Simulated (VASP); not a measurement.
# TiAl16N16 (a cell with a defect) in VASP: single point with PBE

Aim: the single point of TiAl16N16 (a cell with a defect) with PBE.

Program: VASP 6.6.1. These are calculated values, not measurements. Logs are shortened: lines on timing, memory, paths and dates and some standing lists are left out, and cuts for length are marked.

## Step 1: The cell of the first run

The cell holds a defect, 33 atoms: a = 6.260 Å, b = 6.260 Å, c = 10.035 Å, α = 90.00°, β = 90.00°, γ = 120.00°.

## Step 2: Single point, PBE

The input, INCAR:

```
PREC = Accurate ; ENCUT = 520
EDIFF = 1E-6 ; ISMEAR = -1
SIGMA = 0.01 ; LREAL = Auto
LASPH = T ; NELM = 120
ALGO = Normal ; ISIF = 2
LWAVE = F ; LCHARG = F
GGA = PE ; NBANDS = 92
NELECT = 138.0 ; GGA_COMPAT = F
```

The input, KPOINTS:

```
Automatic mesh
0
Gamma
  2 2 2
  0.5 0.5 0.5
```

The input, POSCAR:

```
TiAl16N16
1.0
    6.2595139100      0.0000000600      0.0000000000
   -3.1297570100      5.4208980300      0.0000000000
    0.0000000000      0.0000000000     10.0348065900
Al N Ti
16 16 1
Direct
    0.3683115100      0.1924833100      0.2450476500
    0.1653082000      0.3292796200      0.5043197500
    0.3321967800      0.1692072700      0.7515104800
    0.1687085700      0.3367810200      1.0052109400
    0.3384059700      0.6764747500      0.2557546800
    0.1793050100      0.8229848900      0.5203107600
    0.3300436500      0.6586579400      0.7583878400
    0.1885833500      0.8505957400      0.9938132300
    0.8262799800      0.1941754400      0.2434864600
    0.6660839500      0.3284625200      0.5068381600
    0.8380449000      0.1684729300      0.7516408700
    0.6617411700      0.3245687400      0.9821034200
    0.8328422800      0.6647748900      0.1614267600
    0.6449998400      0.8207229800      0.5189747800
    0.8346698800      0.6676599700      0.7546101000
    0.6626062800      0.8501242000      0.9940565300
    0.3338284200      0.1588864500      0.4406632800
    0.1683090300      0.3331759600      0.1976551200
    0.3310952800      0.1760444200      0.9389409400
    0.1675069900      0.3311399200      0.6909853400
    0.3296130200      0.6609298500      0.4444451400
    0.1810238300      0.8507081700      0.1880816700
    0.3323515400      0.6668873300      0.9453189900
    0.1712406300      0.8313628600      0.7042229600
    0.8246837400      0.1582095100      0.4378874300
    0.6686942300      0.3359027800      0.1709457700
    0.8420336400      0.1764558500      0.9390707800
    0.6679163900      0.3310242100      0.6976806600
    0.8360737500      0.6679418100      0.4647855700
    0.6741831000      0.8512869800      0.1889510900
    0.8368293000      0.6770089800      0.9553376400
    0.6642509800      0.8302379200      0.7030403400
   -0.0330428300     -0.0655253400      0.3426197700
```

Potentials or basis: VASP PAW PBE potentials, release 64 (Al, N, Ti_sv).

On the command line:

```sh
> cat potpaw_PBE.64/Al/POTCAR potpaw_PBE.64/N/POTCAR potpaw_PBE.64/Ti_sv/POTCAR > POTCAR
> mpirun -np 1 vasp_std > vasp.out
```

OUTCAR:

```text
PREC = Accurate
   ENCUT = 520
   EDIFF = 1E-6
   ISMEAR = -1
   LREAL = Auto
   LASPH = T
   NELM = 120
   ISIF = 2
   GGA = PE
   NELECT = 138.0

 ion  position               nearest neighbor table
   1  0.368  0.192  0.245-  26 1.79  18 1.92  22 1.94  17 1.97  33 2.41   9 2.86   4 3.05  13 3.05
                            12 3.08  10 3.08   5 3.13   8 3.13   5 3.14   2 3.19
   2  0.165  0.329  0.504-  20 1.87  21 1.90  17 1.95  25 1.96  33 2.69  14 3.04   3 3.05  11 3.05
                             6 3.05   7 3.11  10 3.12   5 3.12  10 3.14   1 3.19   9 3.21   6 3.22
   3  0.332  0.169  0.752-  20 1.87  19 1.88  24 1.89  28 1.90  12 2.92   8 2.98   6 2.99   2 3.05
                            10 3.05   7 3.07  11 3.09   4 3.11  15 3.13  15 3.13  11 3.17   7 3.19
   4  0.169  0.337  0.005-  19 1.87  23 1.89  27 1.89  18 1.93   7 3.03   9 3.03   1 3.05   8 3.11
                            16 3.11  11 3.11   3 3.11   5 3.12  12 3.13  12 3.14  16 3.16   8 3.16
   5  0.338  0.676  0.256-  21 1.90  22 1.92  30 1.94  18 1.95   4 3.12   9 3.12  14 3.12   2 3.12
                             1 3.13   6 3.13   1 3.14   9 3.15  16 3.16   8 3.16  13 3.27  13 3.27
   6  0.179  0.823  0.520-  24 1.85  21 1.86  29 1.95  17 1.99  33 2.52  14 2.92   7 2.94   3 2.99
                            15 3.00   2 3.05  10 3.11   5 3.13  10 3.16   2 3.22  14 3.34
   7  0.330  0.659  0.758-  23 1.88  24 1.88  32 1.90  20 1.90   6 2.94  14 2.95  16 2.98   8 2.98
                             4 3.03   3 3.07  11 3.07   2 3.11  15 3.13  15 3.13  11 3.19   3 3.19
   8  0.189  0.851  0.994-  23 1.84  19 1.85  31 1.95  22 1.95  13 2.56  12 2.97  16 2.97   7 2.98
                             3 2.98  15 3.07   4 3.11   1 3.13   4 3.16   5 3.16  16 3.29  12 3.30
   9  0.826  0.194  0.243-  26 1.78  18 1.92  30 1.94  25 1.96  33 2.42   1 2.86   4 3.03  13 3.04
                            12 3.07  10 3.09   5 3.12  16 3.12   5 3.15   2 3.21
  10  0.666  0.328  0.507-  29 1.89  25 1.91  28 1.92  17 1.92  11 3.05   3 3.05   1 3.08   9 3.09
                            15 3.09   6 3.11  14 3.12   2 3.12   2 3.14  14 3.15   6 3.16
  11  0.838  0.168  0.752-  27 1.88  28 1.88  20 1.89  32 1.90  12 2.93  16 2.98  14 3.00  10 3.05
                             2 3.05   7 3.07   3 3.09   4 3.11  15 3.12  15 3.14   3 3.17   7 3.19
  12  0.662  0.325  0.982-  27 1.83  19 1.85  26 1.90  31 1.93  13 2.58   3 2.92  11 2.93  15 2.94
                             8 2.97  16 2.97   9 3.07   1 3.08   4 3.13   4 3.14  16 3.29   8 3.30
  13  0.833  0.665  0.161-  26 1.79  30 1.89  22 1.91  31 2.07  33 2.33  16 2.56   8 2.56  12 2.58
                             9 3.04   1 3.05   5 3.27   5 3.27
  14  0.645  0.821  0.519-  32 1.85  21 1.87  29 1.95  25 2.00  33 2.50   6 2.92   7 2.95  11 3.00
                            15 3.01   2 3.04  10 3.12   5 3.12  10 3.15   2 3.22   6 3.34
  15  0.835  0.668  0.755-  32 1.88  24 1.89  28 1.91  31 2.01  12 2.94   6 3.00  14 3.01   8 3.07
                            16 3.08  10 3.09  11 3.12   3 3.13   7 3.13   7 3.13   3 3.13  11 3.14
  16  0.663  0.850  0.994-  27 1.86  23 1.86  31 1.92  30 1.96  13 2.56   8 2.97  12 2.97   7 2.98
                            11 2.98  15 3.08   4 3.11   9 3.12   4 3.16   5 3.16  12 3.29   8 3.29
  17  0.334  0.159  0.441-  10 1.92   2 1.95   1 1.97   6 1.99  33 2.23
  18  0.168  0.333  0.198-   1 1.92   9 1.92   4 1.93   5 1.95
  19  0.331  0.176  0.939-  12 1.85   8 1.85   4 1.87   3 1.88
  20  0.168  0.331  0.691-   3 1.87   2 1.87  11 1.89   7 1.90
  21  0.330  0.661  0.444-   6 1.86  14 1.87   5 1.90   2 1.90
  22  0.181  0.851  0.188-  13 1.91   5 1.92   1 1.94   8 1.95  33 2.28
  23  0.332  0.667  0.945-   8 1.84  16 1.86   7 1.88   4 1.89
  24  0.171  0.831  0.704-   6 1.85   7 1.88   3 1.89  15 1.89
  25  0.825  0.158  0.438-  10 1.91   2 1.96   9 1.96  14 2.00  33 2.22
  26  0.669  0.336  0.171-   9 1.78  13 1.79   1 1.79  12 1.90
  27  0.842  0.176  0.939-  12 1.83  16 1.86  11 1.88   4 1.89
  28  0.668  0.331  0.698-  11 1.88   3 1.90  15 1.91  10 1.92
  29  0.836  0.668  0.465-  10 1.89  33 1.89   6 1.95  14 1.95
  30  0.674  0.851  0.189-  13 1.89   5 1.94   9 1.94  16 1.96  33 2.25
  31  0.837  0.677  0.955-  16 1.92  12 1.93   8 1.95  15 2.01  13 2.07
  32  0.664  0.830  0.703-  14 1.85  15 1.88   7 1.90  11 1.90
  33  0.967  0.934  0.343-  29 1.89  25 2.22  17 2.23  30 2.25  22 2.28  13 2.33   1 2.41   9 2.42
                            14 2.50   6 2.52   2 2.69

  LATTYP: Found a hexagonal cell.
 ALAT       =     6.2595139100
 C/A-ratio  =     1.6031287308

  Lattice vectors:

 A1 = (   6.2595139100,   0.0000000600,   0.0000000000)
 A2 = (  -3.1297570100,   5.4208980300,   0.0000000000)
 A3 = (   0.0000000000,   0.0000000000,  10.0348065900)

Analysis of symmetry for initial positions (statically):
=====================================================================
 Subroutine PRICEL returns:
 Original cell was already a primitive cell.

 Routine SETGRP: Setting up the symmetry group for a
 hexagonal supercell.

 Subroutine GETGRP returns: Found  1 space group operations
 (whereof  1 operations were pure point group operations)
 out of a pool of 24 trial point group operations.

The static configuration has the point symmetry C_1 .

Analysis of symmetry for dynamics (positions and initial velocities):
=====================================================================
[... 131 lines left out ...]
  0.500000  0.250000  0.250000      2.000000
 -0.250000 -0.250000  0.250000      2.000000
  0.250000  0.500000  0.250000      2.000000
  0.500000 -0.250000  0.250000      2.000000
 -0.250000  0.250000  0.250000      2.000000
 -0.250000  0.000000  0.250000      2.000000
  0.000000 -0.250000  0.250000      2.000000
  0.250000 -0.250000  0.250000      2.000000
  0.250000  0.000000  0.250000      2.000000
  0.000000  0.250000  0.250000      2.000000
   k-points           NKPTS =     12   k-points in BZ     NKDIM =     12   number of bands    NBANDS=     92
   number of dos      NEDOS =    301   number of ions     NIONS =     33
   total plane-waves  NPLWV = 184320
   dimension x,y,z NGX =    48 NGY =   48 NGZ =   80
   dimension x,y,z NGXF=    96 NGYF=   96 NGZF=  160
   ions per type =              16  16   1
   NGX,Y,Z   is equivalent  to a cutoff of  12.75, 12.75, 13.25 a.u.
   NGXF,Y,Z  is equivalent  to a cutoff of  25.50, 25.50, 26.51 a.u.
 SYSTEM =  unknown system
   PREC   = accura    normal or accurate (medium, high low for compatibility)
   ISTART =      0    job   : 0-new  1-cont  2-samecut
   ICHARG =      2    charge: 1-file 2-atom 10-const
   ISPIN  =      1    spin polarized calculation?
   LNONCOLLINEAR =      F non collinear calculations
   LSORBIT =      F    spin-orbit coupling
   LASPH  =      T    aspherical Exc in radial PAW
   ENCUT  =  520.0 eV  38.22 Ry    6.18 a.u.  11.64 11.64 18.66*2*pi/ulx,y,z
   NELM   =    120;   NELMIN=  2; NELMDL= -5     # of ELM steps
   EDIFF  = 0.1E-05   stopping-criterion for ELM
   LREAL  =      T    real-space projection
   EDIFFG = 0.1E-04   stopping-criterion for IOM
   NSW    =      0    number of steps for IOM
   IBRION =     -1    ionic relax: 0-MD 1-quasi-New 2-CG
   NFREE  =      0    steps in history (QN), initial steepest desc. (CG)
   ISIF   =      2    stress and relaxation
   ISYM   =      2    0-nonsym 1-usesym 2-fastsym
   POTIM  = 0.5000    time-step for ionic-motion
   TEBEG  =    0.0;   TEEND  =   0.0 temperature during run
   PSTRESS=    0.0 pullay stress
   NELECT =     138.0000    total number of electrons
   NUPDOWN=      -1.0000    fix difference up-down
   EMIN   =  10.00;   EMAX   =-10.00  energy-range for DOS
   EFERMI =   0.00;   METHOD = LEGACY
   ISMEAR =    -1;   SIGMA  =   0.01  broadening in eV -4-tet -1-fermi 0-gaus
   EFERMI_NEDOS =   21; number of points for ismear=-14 and -15
   IALGO  =     38    algorithm
   IMIX   =      4    mixing-type and parameters
     AMIX     =   0.40;   BMIX     =  1.00
     AMIX_MAG =   1.60;   BMIX_MAG =  1.00
  volume/ion in A,a.u.               =      10.32        69.63
  Fermi-wavevector in a.u.,A,eV,Ry     =   1.211512  2.289425 19.970092  1.467760
  Thomas-Fermi vector in A             =   2.347025
   LORBIT       =      0    0 simple, 1 ext, 2 COOP (PROOUT), +10 PAW based schemes
   GGA     = PE    functional components
   LHFCALC =     F    Hartree Fock is set to
   AEXX    =    0.0000 exact exchange contribution
   IVDW    =     0    specifies the selected vdW correction
   LEPSILON=     F    determine dielectric tensor
   LRPA    =     F    only Hartree local field effects (RPA)
 non-spin polarized calculation
  energy-cutoff  :      520.00
  volume of cell :      340.50
 maximum number of plane-waves:      9165
 NGX is ok and might be reduce to    48
   NGX = 23   NGY = 23   NGZ = 37

 number of electron     137.9999996 magnetization

 Free energy of the ion-electron system (eV)
  ---------------------------------------------------
  ext. energy  EPLUGINS =         0.00000000
  ---------------------------------------------------
  free energy    TOTEN  =      -257.36160683 eV

  energy without entropy =     -257.35779928  energy(sigma->0) =     -257.35970306

 E-fermi :   9.8183     XC(G=0): -10.9967

 val. band max:        9.8045304800   @ k =   0.5000  -0.2500   0.2500
 cond. band min:       9.8372414245   @ k =  -0.2500   0.0000   0.2500
 fundamental gap:      0.0327109445
 Fermi energy:         9.8183288441

 k-point     1 :       0.2500    0.2500    0.2500
  band No.  band energies     occupation
      1     -47.4948      2.00000
      2     -24.4708      2.00000
      3     -23.7911      2.00000
      4     -23.6201      2.00000
      5      -8.2836      2.00000
      6      -7.7641      2.00000
[... 997 lines left out ...]
     80      12.5006      0.00000
     81      12.6932      0.00000
 [bands above 81 left out]

------------------------ aborting loop because EDIFF is reached ----------------------------------------

  FORCE on cell =-STRESS in cart. coord.  units (eV):
  Direction    XX          YY          ZZ          XY          YZ          ZX
  --------------------------------------------------------------------------------------
  -------------------------------------------------------------------------------------
  Total        0.3982721     -8.5283331     -5.0354261     -1.4256817     -3.0046607     -0.0887465
  in kB        1.8739999    -40.1285883    -23.6933220     -6.7082975    -14.1379086     -0.4175811
  external PRESSURE =     -20.6493035 kB  Pullay stress =       0.0000000 kB

 VOLUME and BASIS-vectors are now :
 -----------------------------------------------------------------------------
  energy-cutoff  :      520.00
  volume of cell :      340.50
      direct lattice vectors                 reciprocal lattice vectors
     6.259513910  0.000000060  0.000000000     0.159756813  0.092235641  0.000000000
    -3.129757010  5.420898030  0.000000000    -0.000000002  0.184471279  0.000000000
     0.000000000  0.000000000 10.034806590     0.000000000  0.000000000  0.099653141

 POSITION                                       TOTAL-FORCE (eV/Angst)
 -----------------------------------------------------------------------------------
      1.70303      1.04343      2.45901         0.083125     -0.027759     -0.122209
      0.00418      1.78499      5.06075        -0.079357      0.208660     -0.031484
      1.54981      0.91726      7.54126         0.128489     -0.076509     -0.042712
      0.00199      1.82566      0.05229        -0.126809      0.079211     -0.116255
      0.00106      3.66710      2.56645         0.101636     -0.049367     -0.123449
     -1.45338      4.46132      5.22122        -0.109375     -0.028184     -0.123331
[... 25 lines left out ...]
      1.55945      4.50064      7.05487        -0.175165      0.137200      0.184953
      3.12800      5.06569      3.43812         0.152870      0.198920      0.311617
 -----------------------------------------------------------------------------------
    total drift:                               -0.008000     -0.018344     -0.010365

  FREE ENERGIE OF THE ION-ELECTRON SYSTEM (eV)
  ---------------------------------------------------
  free  energy   TOTEN  =      -257.3616068321 eV

  energy  without entropy=     -257.3577992840  energy(sigma->0) =     -257.35970306
```

Run time: 25 min. Hardware: 1 thread of Oxide Virtual Turin-like, shared host; peak memory 0.54 GiB.

What came out:

```yaml
Free_energy: -257.3616 eV
Largest_force: 0.400 eV/Å
```

Forces in eV/Å, atoms in the order of the input:
```
Al   0.083 -0.028 -0.122
Al  -0.079  0.209 -0.031
Al   0.128 -0.077 -0.043
Al  -0.127  0.079 -0.116
Al   0.102 -0.049 -0.123
Al  -0.109 -0.028 -0.123
Al   0.131 -0.036 -0.109
Al  -0.127  0.051 -0.099
Al   0.124 -0.127 -0.036
Al  -0.048  0.083 -0.019
Al   0.097 -0.093 -0.051
Al  -0.123  0.080 -0.061
Al   0.102 -0.144 -0.148
Al  -0.041 -0.005 -0.050
Al   0.117 -0.075 -0.123
Al  -0.139  0.083 -0.099
N   -0.043 -0.106 -0.241
N   -0.078  0.108  0.178
N    0.188 -0.096 -0.008
N   -0.174  0.088  0.012
N    0.168 -0.135  0.177
N   -0.224 -0.021  0.083
N    0.192 -0.058  0.123
N   -0.159  0.071  0.122
N    0.175 -0.121  0.047
N   -0.165  0.194 -0.077
N    0.188 -0.167  0.038
N   -0.150  0.103  0.061
N   -0.055  0.042  0.067
N   -0.124 -0.038  0.018
N    0.193 -0.123  0.257
N   -0.175  0.137  0.185
Ti   0.153  0.199  0.312
```

Levels at points of the mesh, in eV from the Fermi level:
| k point | band 67 | band 68 | band 69 | band 70 | band 71 | band 72 |
| --- | --- | --- | --- | --- | --- | --- |
| (0.25, 0.25, 0.25) | -3.87 | -3.66 | -0.14 | 0.18 | 0.68 | 1.46 |

Caveat: the k points lie up to 0.58 Å⁻¹ apart; the cell carries a net charge on a neutralising background, which shifts energy and pressure; the cell is charged against a uniform background, so pressure and absolute levels hang on convention.
